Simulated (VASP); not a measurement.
**Si16C17 (a cell with a defect): single point with PBE**

The system is Si16C17 (a cell with a defect).

```xyz
33
Lattice="4.3797 4.3797 4.3797 -4.3797 4.3797 -4.3797 -4.3797 -4.3797 4.3797" Properties=species:S:1:pos:R:3 pbc="T T T"
Si    1.0662    1.0503    1.1057
Si   -3.2929    3.2518   -1.0802
Si   -1.1023    5.4138   -1.0770
Si   -3.1923    0.9903    1.0788
Si   -1.0950    3.2898    1.1060
Si    1.0446    5.5683    1.0713
Si   -3.2584   -1.0611    3.3017
Si   -1.1171    1.1179    3.2631
Si    1.1032    3.2974    3.2464
Si   -1.0481    1.1742   -1.0916
Si   -0.8368   -1.5832    5.2669
Si    1.0449    1.1139    5.5044
Si   -1.0954   -1.1054    1.0838
Si   -3.3462    3.2960    3.2286
Si   -5.4896    1.0345   -1.1568
Si   -5.4802   -1.0783    1.0849
C     0.0098    2.1918    2.1788
C    -0.0338    0.0388    4.3598
C     2.1936    2.1925    4.3492
C    -4.2589    1.9515    2.2138
C    -2.2203    4.3696    2.1553
C    -4.4196    2.2034   -2.1846
C     0.0141    4.3781    0.0331
C    -2.2064    2.2271    4.3506
C    -4.3713   -0.0102   -0.0335
C    -2.1760    2.2101    0.0444
C     2.0885    4.6282    2.2496
C    -4.3556   -2.0827    2.2003
C    -2.1332   -0.0408    2.1961
C    -0.0236   -0.0055    0.0045
C    -2.2244   -2.2909    4.3339
C    -2.2153    4.3571   -2.1759
C     3.4157    4.2532    1.7702
```

```yaml
Program: VASP 6.6.1
Task: single point
Functional: PBE
Potentials_or_basis: VASP PAW PBE potentials, release 64 (Si, C)
Cutoff: 520 eV
k_mesh: 2 × 2 × 2, shifted
Occupations: gaussian, width 0.02 eV
Spin: no spin polarisation
```

The pressure is 5.7 GPa and the largest force is 0.457 eV/Å. The band gap on the k mesh is 1.17 eV.

Forces on the atoms (eV/Å):
```
Si   0.031  0.021 -0.002
Si   0.062  0.028 -0.078
Si   0.015  0.038 -0.048
Si  -0.007  0.030  0.000
Si  -0.005  0.014  0.004
Si  -0.019 -0.003 -0.001
Si  -0.002 -0.018 -0.021
Si   0.020 -0.061  0.003
Si  -0.070 -0.006  0.038
Si   0.008  0.033  0.048
Si   0.086  0.145 -0.172
Si  -0.027 -0.053 -0.028
Si  -0.011  0.003  0.002
Si   0.028 -0.019  0.028
Si  -0.010  0.017  0.002
Si   0.014 -0.006 -0.005
C   -0.004 -0.003 -0.002
C    0.164 -0.134 -0.189
C   -0.021 -0.006  0.002
C    0.005  0.071 -0.044
C   -0.002  0.005  0.018
C    0.015 -0.004 -0.017
C   -0.003  0.008 -0.027
C    0.027 -0.045  0.016
C   -0.017  0.015  0.021
C    0.013  0.023 -0.007
C   -0.163  0.048  0.160
C   -0.008 -0.027 -0.017
C   -0.014 -0.009 -0.020
C    0.021  0.005  0.024
C    0.005  0.025 -0.004
C    0.066  0.020 -0.062
C   -0.197 -0.155  0.382
```

Stress tensor (GPa, compression positive):
```
 3.72 -3.35  0.87
-3.35  9.32  3.55
 0.87  3.55  3.97
```

Levels at points of the mesh, in eV from the valence-band top:
```
           k point  band 62  band 63  band 64  band 65  band 66  band 67  band 68  band 69  band 70  band 71
(0.25, 0.25, 0.25)    -1.46    -1.44    -1.42    -0.95    -0.25     1.23     1.92     2.66     2.72     2.78
```

Wall time 2.2 min on 1 thread of Intel(R) Xeon(R) 6975P-C (Granite Rapids) (shared host), peak memory 0.42 GiB.
